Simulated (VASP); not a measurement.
Here is a VASP 6.6.1 calculation.

File INCAR:

```
SYSTEM = Ca2Ge2N
  ALGO = Normal
  EDIFF = 1E-6
  ENCUT = 520
  GGA = PE
  ISIF = 2
  ISMEAR = 0
  LASPH = .True.
  LCHARG = .True.
  LELF = .True.
  LREAL = .False.
  LVHAR = .True.
  LWAVE = .False.
  NBANDS = 34
  NELM = 80
  PREC = Accurate
  SIGMA = 0.1
```

KPOINTS

```
k-points
0
Gamma
  4 4 4
  0 0 0
```

The input POSCAR:

```
Ca2Ge2N
1.0
    5.4064389593      0.0000000000      0.0000000000
    0.0000000000      5.4064389593      0.0000000000
    0.0000000000      0.0000000000      4.7859611688
Ca Ge N
2 2 1
Direct
    0.0000000000      0.5000000000      0.5000000000
    0.5000000000      0.0000000000      0.5000000000
    0.5000000000      0.5000000000      0.2473203518
    0.5000000000      0.5000000000      0.7526796482
    0.0000000000      0.0000000000      0.0000000000
```

Potentials or basis: VASP PAW PBE potentials, release 64 (Ca_sv, Ge_d, N).

Launch:

```bash
$ cat potpaw_PBE.64/Ca_sv/POTCAR potpaw_PBE.64/Ge_d/POTCAR potpaw_PBE.64/N/POTCAR > POTCAR
$ mpirun -np 1 vasp_std > vasp.out
```

(1) Predict the pressure.

## Answers

(1) 0.1 GPa.
